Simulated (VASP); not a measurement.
Input of a VASP 6.6.1 run:

File INCAR:

```
ALGO     = Normal         # electronic algorithm
EDIFF    = 1E-6           # SCF threshold, eV
EDIFFG   = -0.04          # ionic threshold
ENCUT    = 600            # plane-wave cutoff, eV
GGA      = PE             # functional
IBRION   = 2              # ionic algorithm
ISIF     = 3              # what is computed and relaxed
ISMEAR   = 0              # smearing method
LASPH    = T              # aspherical terms in the spheres
LCHARG   = F              # write CHGCAR
LREAL    = F              # projectors in reciprocal space
LWAVE    = F              # write WAVECAR
NELM     = 100            # most SCF steps
NSW      = 90             # ionic steps
PREC     = Accurate       # precision mode
SIGMA    = 0.1            # smearing width, eV
```

File KPOINTS:

```
k-points
0
Gamma
  6 6 2
```

The input POSCAR:

```
KHf3O2
1.0
    4.1844055400      0.0000000000      0.0000000000
   -2.0922027700      3.6238015000      0.0000000000
    0.0000000000      0.0000000000      8.8297018600
K Hf O
1 3 2
Direct
    0.0000000000      0.0000000000      0.0000000000
    0.0000000000      0.0000000000      0.2673787000
    0.0000000000      0.0000000000      0.7326213000
    0.0000000000      0.0000000000      0.5000000000
    0.3333333300      0.6666666700      0.8680747700
    0.6666666700      0.3333333300      0.1319252300
```

Potentials or basis: VASP PAW PBE potentials, release 64 (K_sv, Hf_pv, O).

Run with:

```bash
$ cat potpaw_PBE.64/K_sv/POTCAR potpaw_PBE.64/Hf_pv/POTCAR potpaw_PBE.64/O/POTCAR > POTCAR
$ mpirun -np 1 vasp_std > vasp.out
```

**Question.** What does it give for the band gap on the k mesh?

**Answer.** Zero (an odd number of electrons rules out a gap without spin polarisation).

**Question.** Estimate the relaxed cell.

**Answer.** a = 3.194 Å, b = 3.194 Å, c = 11.925 Å, α = 90.00°, β = 90.00°, γ = 120.00°.

**Question.** What does it give for the relaxed volume?

**Answer.** 17.56 Å³/atom.

Final structure:
```
CELL_PARAMETERS angstrom
3.19387 0.00000 0.00000
-1.59694 2.76598 0.00000
0.00000 0.00000 11.92523
ATOMIC_POSITIONS crystal
K 0.00000 0.00000 0.00000
Hf 0.00000 0.00000 0.26960
Hf 0.00000 0.00000 0.73040
Hf 0.00000 0.00000 0.50000
O 0.33333 0.66667 0.83087
O 0.66667 0.33333 0.16913
```

Caveat: the volume moved by over 15 % at a fixed basis, so the end points are rough; spin-orbit coupling is left out, which moves the levels of the heavy elements; an odd number of electrons without spin polarisation forces a metal; a magnetic or distorted state may lie lower.
